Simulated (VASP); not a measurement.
# CdSe (F-43m) in VASP: further runs

The runs below take CdSe through single point, with revPBE+D3(BJ), PBE+D3(BJ), RPBE.

Everything below comes from runs of VASP 6.6.1. Logs are shortened: lines on timing, memory, paths and dates and some standing lists are left out, and cuts for length are marked.

## (1) The cell of the first run

It takes space group F-43m (No. 216, cubic). The conventional cell has a = 6.089 Å, b = 6.089 Å, c = 6.089 Å, α = 90.00°, β = 90.00°, γ = 90.00°. Within 3.5 Å of Cd (site symmetry -43m) lie 4 Se at 2.64 Å. Se (site symmetry -43m) has 4 Cd at 2.64 Å within 3.5 Å.

## (2) Single point, revPBE+D3(BJ)

Input file INCAR:

```
SYSTEM = CdSe
PREC     = Accurate       ! precision mode
ENCUT    = 520            ! plane-wave cutoff, eV
EDIFF    = 1E-6           ! SCF threshold, eV
ISMEAR   = 0              ! smearing method
SIGMA    = 0.01           ! smearing width, eV
LREAL    = .FALSE.        ! projectors in reciprocal space
LASPH    = .TRUE.         ! aspherical terms in the spheres
NELM     = 80             ! most SCF steps
ALGO     = Normal         ! electronic algorithm
ISIF     = 2              ! what is computed and relaxed
LWAVE    = .FALSE.        ! write WAVECAR
LCHARG   = .FALSE.        ! write CHGCAR
GGA      = RE             ! functional
IVDW     = 12             ! dispersion correction
NBANDS   = 16             ! bands
```

Input file KPOINTS:

```
regular mesh
0
G
  6 6 6
  0 0 0
```

Input file POSCAR:

```
CdSe
1.0
    4.3058007717      0.0000000000      0.0000000000
    2.1529003858      3.7289328519      0.0000000000
    2.1529003858      1.2429776173      3.5156716082
Cd Se
1 1
Direct
    0.0000000000      0.0000000000      0.0000000000
    0.7500000000      0.7500000000      0.7500000000
```

Potentials or basis: VASP PAW PBE potentials, release 64 (Cd, Se).

On the command line:

```sh
> cat potpaw_PBE.64/Cd/POTCAR potpaw_PBE.64/Se/POTCAR > POTCAR
> mpirun -np 1 vasp_std > vasp.out
```

OUTCAR:

```text
SYSTEM = CdSe
   PREC = Accurate
   ENCUT = 520
   EDIFF = 1E-6
   ISMEAR = 0
   LREAL = .FALSE.
   LASPH = .TRUE.
   NELM = 80
   ISIF = 2
   GGA = RE
   IVDW = 12
 IVDW          = 12

 ion  position               nearest neighbor table
   1  0.000  0.000  0.000-   2 2.64   2 2.64   2 2.64   2 2.64
   2  0.750  0.750  0.750-   1 2.64   1 2.64   1 2.64   1 2.64

  LATTYP: Found a face centered cubic cell.
 ALAT       =     6.0893218481

  Lattice vectors:

 A1 = (   4.3058007717,   0.0000000000,   0.0000000000)
 A2 = (   2.1529003858,   3.7289328519,   0.0000000000)
 A3 = (   2.1529003858,   1.2429776173,   3.5156716082)

Analysis of symmetry for initial positions (statically):
=====================================================================
 Subroutine PRICEL returns:
 Original cell was already a primitive cell.

 Routine SETGRP: Setting up the symmetry group for a
 face centered cubic supercell.

 Subroutine GETGRP returns: Found 24 space group operations
 (whereof 24 operations were pure point group operations)
 out of a pool of 48 trial point group operations.

The static configuration has the point symmetry T_d .

Analysis of symmetry for dynamics (positions and initial velocities):
=====================================================================
 Subroutine PRICEL returns:
 Original cell was already a primitive cell.

 Routine SETGRP: Setting up the symmetry group for a
 face centered cubic supercell.

 Subroutine GETGRP returns: Found 24 space group operations
 (whereof 24 operations were pure point group operations)
 out of a pool of 48 trial point group operations.

The dynamic configuration has the point symmetry T_d .

 Subroutine INISYM returns: Found 24 space group operations
 (whereof 24 operations are pure point group operations),
 and found     1 'primitive' translations

----------------------------------------------------------------------------------------

                                     Primitive cell

  volume of cell :      56.4478

  direct lattice vectors                    reciprocal lattice vectors
     4.305800772  0.000000000  0.000000000     0.232244837 -0.134086619 -0.094813558
     2.152900386  3.728932852  0.000000000     0.000000000  0.268173239 -0.094813558
     2.152900386  1.242977617  3.515671608     0.000000000  0.000000000  0.284440673

  length of vectors
     4.305800772  4.305800772  4.305800772     0.284440673  0.284440673  0.284440673

  position of ions in fractional coordinates (direct lattice)
     0.000000000  0.000000000  0.000000000
     0.750000000  0.750000000  0.750000000

  ion indices of the primitive-cell ions
   primitive index   ion index
                 1           1
                 2           2

----------------------------------------------------------------------------------------

 KPOINTS: regular mesh

Automatic generation of k-mesh.
 Grid dimensions read from file:
 generate k-points for:    6    6    6

 Generating k-lattice:

  Cartesian coordinates                     Fractional coordinates (reciprocal lattice)
     0.038707473 -0.022347770 -0.015802260     0.166666667  0.000000000  0.000000000
     0.000000000  0.044695540 -0.015802260     0.000000000  0.166666667  0.000000000
     0.000000000  0.000000000  0.047406779     0.000000000  0.000000000  0.166666667

  Length of vectors
     0.047406779  0.047406779  0.047406779

  Shift w.r.t. Gamma in fractional coordinates (k-lattice)
     0.000000000  0.000000000  0.000000000

 Subroutine IBZKPT returns following result:
 ===========================================

 Found     16 irreducible k-points:

 Following reciprocal coordinates:
            Coordinates               Weight
  0.000000  0.000000  0.000000      1.000000
  0.166667  0.000000 -0.000000      8.000000
  0.333333  0.000000  0.000000      8.000000
  0.500000  0.000000  0.000000      4.000000
  0.166667  0.166667  0.000000      6.000000
  0.333333  0.166667 -0.000000     24.000000
[... 8 lines left out ...]
 -0.333333  0.333333  0.166667     24.000000
 -0.333333  0.500000  0.166667     12.000000
   k-points           NKPTS =     16   k-points in BZ     NKDIM =     16   number of bands    NBANDS=     16
   number of dos      NEDOS =    301   number of ions     NIONS =      2
   total plane-waves  NPLWV =  32768
   dimension x,y,z NGX =    32 NGY =   32 NGZ =   32
   dimension x,y,z NGXF=    64 NGYF=   64 NGZF=   64
   ions per type =               1   1
   NGX,Y,Z   is equivalent  to a cutoff of  12.36, 12.36, 12.36 a.u.
   NGXF,Y,Z  is equivalent  to a cutoff of  24.71, 24.71, 24.71 a.u.
 SYSTEM =  CdSe
   PREC   = accura    normal or accurate (medium, high low for compatibility)
   ISTART =      0    job   : 0-new  1-cont  2-samecut
   ICHARG =      2    charge: 1-file 2-atom 10-const
   ISPIN  =      1    spin polarized calculation?
   LNONCOLLINEAR =      F non collinear calculations
   LSORBIT =      F    spin-orbit coupling
   LASPH  =      T    aspherical Exc in radial PAW
   ENCUT  =  520.0 eV  38.22 Ry    6.18 a.u.   8.01  8.01  8.01*2*pi/ulx,y,z
   NELM   =     80;   NELMIN=  2; NELMDL= -5     # of ELM steps
   EDIFF  = 0.1E-05   stopping-criterion for ELM
   LREAL  =      F    real-space projection
   EDIFFG = 0.1E-04   stopping-criterion for IOM
   NSW    =      0    number of steps for IOM
   IBRION =     -1    ionic relax: 0-MD 1-quasi-New 2-CG
   NFREE  =      0    steps in history (QN), initial steepest desc. (CG)
   ISIF   =      2    stress and relaxation
   ISYM   =      2    0-nonsym 1-usesym 2-fastsym
   POTIM  = 0.5000    time-step for ionic-motion
   TEBEG  =    0.0;   TEEND  =   0.0 temperature during run
   PSTRESS=    0.0 pullay stress
   NELECT =      18.0000    total number of electrons
   NUPDOWN=      -1.0000    fix difference up-down
   EMIN   =  10.00;   EMAX   =-10.00  energy-range for DOS
   EFERMI =   0.00;   METHOD = LEGACY
   ISMEAR =     0;   SIGMA  =   0.01  broadening in eV -4-tet -1-fermi 0-gaus
   EFERMI_NEDOS =   21; number of points for ismear=-14 and -15
   IALGO  =     38    algorithm
   IMIX   =      4    mixing-type and parameters
     AMIX     =   0.40;   BMIX     =  1.00
     AMIX_MAG =   1.60;   BMIX_MAG =  1.00
  volume/ion in A,a.u.               =      28.22       190.46
  Fermi-wavevector in a.u.,A,eV,Ry     =   1.118450  2.113565 17.019954  1.250931
  Thomas-Fermi vector in A             =   2.255082
   LORBIT       =      0    0 simple, 1 ext, 2 COOP (PROOUT), +10 PAW based schemes
   GGA     = RE    functional components
   LHFCALC =     F    Hartree Fock is set to
   AEXX    =    0.0000 exact exchange contribution
   IVDW    =    12    specifies the selected vdW correction
   LEPSILON=     F    determine dielectric tensor
   LRPA    =     F    only Hartree local field effects (RPA)
 non-spin polarized calculation
 Gauss-broadening in eV      SIGMA  =   0.01
  energy-cutoff  :      520.00
  volume of cell :       56.45
 maximum number of plane-waves:      1536
   NGX = 17   NGY = 17   NGZ = 17

 number of electron      18.0000003 magnetization

 Free energy of the ion-electron system (eV)
  ---------------------------------------------------
  ext. energy  EPLUGINS =         0.00000000
  ---------------------------------------------------
  free energy    TOTEN  =        -4.87799961 eV

  energy without entropy =       -4.87799961  energy(sigma->0) =       -4.87799961

 E-fermi :   1.1281     XC(G=0):  -8.6946

 val. band max:        1.0066619377   @ k =   0.0000   0.0000   0.0000
 cond. band min:       1.7361089002   @ k =   0.0000   0.0000   0.0000
 fundamental gap:      0.7294469625
 Fermi energy:         1.1280814586

 k-point     1 :       0.0000    0.0000    0.0000
  band No.  band energies     occupation
      1     -11.5318      2.00000
      2      -6.9225      2.00000
      3      -6.9225      2.00000
      4      -6.9225      2.00000
      5      -6.5541      2.00000
      6      -6.5541      2.00000
[... 8 lines left out ...]
     15      12.1043      0.00000
     16      12.1043      0.00000

 k-point     2 :       0.1667    0.0000   -0.0000
  band No.  band energies     occupation
      1     -11.4417      2.00000
      2      -6.8941      2.00000
      3      -6.8941      2.00000
      4      -6.8334      2.00000
      5      -6.5548      2.00000
      6      -6.5548      2.00000
[... 8 lines left out ...]
     15      11.1876      0.00000
     16      11.7124      0.00000

 k-point     3 :       0.3333    0.0000    0.0000
  band No.  band energies     occupation
      1     -11.2589      2.00000
      2      -6.8468      2.00000
      3      -6.8468      2.00000
      4      -6.5440      2.00000
      5      -6.5440      2.00000
      6      -6.5325      2.00000
[... 8 lines left out ...]
     15      11.6187      0.00000
     16      11.6187      0.00000

 k-point     4 :       0.5000    0.0000    0.0000
  band No.  band energies     occupation
      1     -11.1669      2.00000
      2      -6.8297      2.00000
      3      -6.8297      2.00000
      4      -6.5306      2.00000
      5      -6.5306      2.00000
      6      -6.2574      2.00000
[... 8 lines left out ...]
     15      13.1843      0.00000
     16      13.1843      0.00000
[... 172 lines left out ...]
 k-point    14 :       0.5000    0.3333    0.1667
  band No.  band energies     occupation
      1     -11.1408      2.00000
      2      -6.7778      2.00000
      3      -6.7698      2.00000
      4      -6.6195      2.00000
      5      -6.5277      2.00000
      6      -6.3122      2.00000
[... 8 lines left out ...]
     15      13.2302      0.00000
     16      14.0955      0.00000

 k-point    15 :      -0.3333    0.3333    0.1667
  band No.  band energies     occupation
      1     -11.0815      2.00000
      2      -6.7706      2.00000
      3      -6.7441      2.00000
      4      -6.5840      2.00000
      5      -6.5428      2.00000
      6      -6.1240      2.00000
[... 8 lines left out ...]
     15      13.0029      0.00000
     16      14.0275      0.00000

 k-point    16 :      -0.3333    0.5000    0.1667
  band No.  band energies     occupation
      1     -11.0526      2.00000
      2      -6.7372      2.00000
      3      -6.7174      2.00000
      4      -6.6152      2.00000
      5      -6.5266      2.00000
      6      -6.0975      2.00000
[... 8 lines left out ...]
     15      13.9405      0.00000
     16      13.9620      0.00000

------------------------ aborting loop because EDIFF is reached ----------------------------------------

 Edisp (eV)   -1.21808

 E8    (eV) :    -0.8451

  FORCE on cell =-STRESS in cart. coord.  units (eV):
  Direction    XX          YY          ZZ          XY          YZ          ZX
  --------------------------------------------------------------------------------------
  -------------------------------------------------------------------------------------
  Total       0.10791     0.10791     0.10791    -0.00000    -0.00000    -0.00000
  in kB       3.06294     3.06294     3.06294    -0.00000    -0.00000    -0.00000
  external pressure =        3.06 kB  Pullay stress =        0.00 kB

 VOLUME and BASIS-vectors are now :
 -----------------------------------------------------------------------------
  energy-cutoff  :      520.00
  volume of cell :       56.45
      direct lattice vectors                 reciprocal lattice vectors
     4.305800772  0.000000000  0.000000000     0.232244837 -0.134086619 -0.094813558
     2.152900386  3.728932852  0.000000000     0.000000000  0.268173239 -0.094813558
     2.152900386  1.242977617  3.515671608     0.000000000  0.000000000  0.284440673

 POSITION                                       TOTAL-FORCE (eV/Angst)
 -----------------------------------------------------------------------------------
      0.00000      0.00000      0.00000         0.000000     -0.000000     -0.000000
      6.45870      3.72893      2.63675        -0.000000      0.000000      0.000000
 -----------------------------------------------------------------------------------
    total drift:                                0.000001      0.000001      0.000000

  FREE ENERGIE OF THE ION-ELECTRON SYSTEM (eV)
  ---------------------------------------------------
  free  energy   TOTEN  =        -6.0960771703 eV

  energy  without entropy=       -6.0960771703  energy(sigma->0) =       -6.09607717
```

It took 23 s on 1 thread of AMD EPYC 7R13, shared host; peak memory 0.16 GiB.

What came out:

```
Free energy                : -6.0961 eV
Pressure                   : 0.3 GPa
Band gap on the k mesh     : 0.73 eV, direct
Dispersion energy per atom : -0.609 eV
```

Levels at points of the mesh, in eV from the valence-band top:
```tsv
k point	band 7	band 8	band 9	band 10	band 11	band 12
(0.00, 0.00, 0.00)	0.00	0.00	0.00	0.73	5.99	5.99
(0.50, 0.00, 0.00)	-4.33	-0.74	-0.74	2.49	6.50	6.50
(0.50, 0.50, 0.00)	-4.03	-1.83	-1.83	3.27	3.83	9.25
```

Caveat: the PAW data sets were made with another functional, which shifts forces and pressure a little. A hybrid or GW would open this gap; revPBE tends to underestimate it.

## (3) Single point, PBE+D3(BJ)

This run uses another cell than the first one, of 28.54 Å³/atom, 1.011 times its volume.

Input file INCAR:

```
ALGO = Normal
EDIFF = 1E-6
ENCUT = 520
GGA = PE
ISIF = 2
ISMEAR = 0
IVDW = 12
LASPH = True
LCHARG = False
LREAL = False
LWAVE = False
NBANDS = 16
NELM = 100
PREC = Accurate
SIGMA = 0.01
```

Input file KPOINTS:

```
k-points
0
Gamma
  6 6 6
```

Input file POSCAR:

```
CdSe
1.0
    4.3219760907      0.0000000000      0.0000000000
    2.1609880454      3.7429410891      0.0000000000
    2.1609880454      1.2476470297      3.5288787009
Cd Se
1 1
Direct
    0.0000000000      0.0000000000      0.0000000000
    0.7500000000      0.7500000000      0.7500000000
```

Potentials or basis: VASP PAW PBE potentials, release 64 (Cd, Se).

On the command line:

```sh
> cat potpaw_PBE.64/Cd/POTCAR potpaw_PBE.64/Se/POTCAR > POTCAR
> mpirun -np 1 vasp_std > vasp.out
```

Run time: 23 s. Hardware: 1 thread of AMD EPYC 7R13, shared host; peak memory 0.16 GiB.

Results (log left out):

```yaml
Free_energy: -6.1037 eV
Pressure: 0.3 GPa
Band_gap_on_the_k_mesh: 0.58 eV, direct
Dispersion_energy_per_atom: -0.313 eV
```

Levels at points of the mesh, in eV from the valence-band top:
```
           k point  band 5  band 6  band 7  band 8  band 9  band 10  band 11  band 12  band 13  band 14
(0.00, 0.00, 0.00)   -7.53   -7.53    0.00    0.00    0.00     0.58     5.93     5.93     5.93     9.73
(0.50, 0.00, 0.00)   -7.51   -7.25   -4.30   -0.73   -0.73     2.37     6.44     6.44     7.38    10.01
(0.50, 0.50, 0.00)   -7.47   -7.18   -4.02   -1.80   -1.80     3.16     3.74     9.05    10.13    10.13
```

## (4) Single point, RPBE

This run uses another cell than the first one, of 31.02 Å³/atom, 1.099 times its volume.

Input file INCAR:

```
SYSTEM = CdSe
PREC     = Accurate       ! precision mode
ENCUT    = 520            ! plane-wave cutoff, eV
EDIFF    = 1E-6           ! SCF threshold, eV
ISMEAR   = 0              ! smearing method
SIGMA    = 0.01           ! smearing width, eV
LREAL    = .False.        ! projectors in reciprocal space
LASPH    = .True.         ! aspherical terms in the spheres
NELM     = 80             ! most SCF steps
ALGO     = Normal         ! electronic algorithm
ISIF     = 2              ! what is computed and relaxed
LWAVE    = .False.        ! write WAVECAR
LCHARG   = .True.         ! write CHGCAR
GGA      = RP             ! functional
LELF     = .True.         ! ELF
LVHAR    = .True.       
NBANDS   = 16             ! bands
```

Input file KPOINTS:

```
regular mesh
0
Gamma
  6 6 6
  0 0 0
```

Input file POSCAR:

```
CdSe
1.0
    4.4434513321      0.0000000000      0.0000000000
    2.2217256661      3.8481417341      0.0000000000
    2.2217256661      1.2827139114      3.6280628202
Cd Se
1 1
Direct
    0.0000000000      0.0000000000      0.0000000000
    0.7500000000      0.7500000000      0.7500000000
```

Potentials or basis: VASP PAW PBE potentials, release 64 (Cd, Se).

On the command line:

```sh
> cat potpaw_PBE.64/Cd/POTCAR potpaw_PBE.64/Se/POTCAR > POTCAR
> mpirun -np 1 vasp_std > vasp.out
```

OUTCAR:

```text
SYSTEM = CdSe
   PREC = Accurate
   ENCUT = 520
   EDIFF = 1E-6
   ISMEAR = 0
   LREAL = .False.
   LASPH = .True.
   NELM = 80
   ISIF = 2
   GGA = RP

 ion  position               nearest neighbor table
   1  0.000  0.000  0.000-   2 2.72   2 2.72   2 2.72   2 2.72
   2  0.750  0.750  0.750-   1 2.72   1 2.72   1 2.72   1 2.72

  LATTYP: Found a face centered cubic cell.
 ALAT       =     6.2839891377

  Lattice vectors:

 A1 = (   4.4434513321,   0.0000000000,   0.0000000000)
[... 479 lines left out ...]

------------------------ aborting loop because EDIFF is reached ----------------------------------------

  FORCE on cell =-STRESS in cart. coord.  units (eV):
  Direction    XX          YY          ZZ          XY          YZ          ZX
  --------------------------------------------------------------------------------------
  -------------------------------------------------------------------------------------
  Total        0.0852019      0.0852019      0.0852019      0.0000000      0.0000000      0.0000000
  in kB        2.2004606      2.2004606      2.2004606      0.0000000      0.0000000      0.0000000
  external PRESSURE =       2.2004606 kB  Pullay stress =       0.0000000 kB

 VOLUME and BASIS-vectors are now :
 -----------------------------------------------------------------------------
  energy-cutoff  :      520.00
  volume of cell :       62.04
      direct lattice vectors                 reciprocal lattice vectors
     4.443451332  0.000000000  0.000000000     0.225050288 -0.129932844 -0.091876395
     2.221725666  3.848141734  0.000000000     0.000000000  0.259865688 -0.091876395
     2.221725666  1.282713911  3.628062820     0.000000000  0.000000000  0.275629185

 POSITION                                       TOTAL-FORCE (eV/Angst)
 -----------------------------------------------------------------------------------
      0.00000      0.00000      0.00000         0.000000      0.000000     -0.000000
      6.66518      3.84814      2.72105        -0.000000     -0.000000      0.000000
 -----------------------------------------------------------------------------------
    total drift:                                0.000001      0.000000      0.000000

  FREE ENERGIE OF THE ION-ELECTRON SYSTEM (eV)
  ---------------------------------------------------
  free  energy   TOTEN  =        -4.8763709553 eV

  energy  without entropy=       -4.8763709553  energy(sigma->0) =       -4.87637096
```

Run time: 32 s. Hardware: 1 thread of AMD EPYC 7R13, shared host; peak memory 0.18 GiB.

What came out:

```yaml
Free_energy: -4.8764 eV
Pressure: 0.2 GPa
Band_gap_on_the_k_mesh: 0.58 eV, direct
```

Levels at points of the mesh, in eV from the valence-band top:
| k point | band 5 | band 6 | band 7 | band 8 | band 9 | band 10 | band 11 | band 12 | band 13 | band 14 |
| --- | --- | --- | --- | --- | --- | --- | --- | --- | --- | --- |
| (0.00, 0.00, 0.00) | -7.39 | -7.39 | 0.00 | 0.00 | 0.00 | 0.58 | 6.00 | 6.00 | 6.00 | 9.67 |
| (0.50, 0.00, 0.00) | -7.38 | -7.16 | -3.79 | -0.61 | -0.61 | 2.39 | 6.49 | 6.49 | 7.33 | 10.05 |
| (0.50, 0.50, 0.00) | -7.35 | -7.11 | -3.61 | -1.52 | -1.52 | 3.49 | 3.72 | 8.90 | 9.76 | 9.76 |

Caveat: the PAW data sets were made with another functional, which shifts forces and pressure a little. As with any semilocal functional, this RPBE gap is likely too small.

## (5) Overview

```csv
level,cell,gap on the mesh (eV),pressure (GPa)
revPBE+D3(BJ),"a = 4.306 Å, angles 60.0°, 2 atoms",0.73,0.3
PBE+D3(BJ),"a = 4.322 Å, angles 60.0°, 2 atoms",0.58,0.3
RPBE,"a = 4.443 Å, angles 60.0°, 2 atoms",0.58,0.2
```

Alike in all rows: task single point; potentials or basis VASP PAW PBE potentials, release 64 (Cd, Se); no spin polarisation; k mesh 6 × 6 × 6; cutoff (eV) 520; smearing gaussian 0.01 eV.

Caveats: the PAW data sets were made with another functional, which shifts forces and pressure a little (some runs).

Total energies depend on the potentials used, so only differences within one code and one set of settings carry meaning.
